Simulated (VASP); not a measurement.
Wanted: the native input for a VASP 6.6.1 run.

- Task: relaxation of cell and atoms
- Functional: PBE
- Potentials or basis: VASP PAW PBE potentials, release 64 (Zn)
- Cutoff: 600 eV
- k mesh: 23 × 23 × 23
- Occupations: fermi-dirac, width 0.05 eV
- Spin: no spin polarisation
- Target pressure: 490 GPa
- Dipole correction: no
- Further INCAR settings: ALGO = Normal; EDIFF = 1e-06; IBRION = 2; EDIFFG = -0.005; NSW = 32; ISIF = 3

The structure of Zn lies in POSCAR:

```
Zn
1.0
   -1.1790424164      1.1790424164      1.1790424164
    1.1790424164     -1.1790424164      1.1790424164
    1.1790424164      1.1790424164     -1.1790424164
Zn
1
Direct
    0.0000000000      0.0000000000      0.0000000000
```

The input as run:

INCAR

```
PREC = Accurate
ENCUT = 600
EDIFF = 1E-6
ISMEAR = -1
SIGMA = 0.05
LREAL = False
LASPH = True
NELM = 60
ALGO = Normal
ISIF = 3
LWAVE = False
LCHARG = False
GGA = PE
IBRION = 2
NSW = 32
EDIFFG = -0.005
PSTRESS = 4900.0
```

KPOINTS

```
regular mesh
0
Gamma
  23 23 23
```

Potentials or basis: VASP PAW PBE potentials, release 64 (Zn).

The run is started by

```console
$ cat potpaw_PBE.64/Zn/POTCAR > POTCAR
$ mpirun -np 1 vasp_std > vasp.out
```

Results of the run:

The relaxed volume is 6.60 Å³/atom. The relaxed cell is a = 2.047 Å, b = 2.047 Å, c = 2.047 Å, α = 109.47°, β = 109.47°, γ = 109.47° and the space group after relaxing (to 0.05 Å) is Im-3m (No. 229). The energy change on relaxing (the enthalpy is what falls) is -139.7 meV/atom and the ionic steps are 6. The pressure after relaxing is 490.0 GPa and the band gap on the k mesh is zero (band 6 reaches 18.65 eV, above the bottom of band 7 at 13.78 eV).

Caveat: the cell is relaxed towards a set pressure, so the enthalpy falls and the energy may rise.

Wall time 66 s on 1 thread of Intel Xeon 8259CL, with other jobs on the host, peak memory 0.15 GiB.
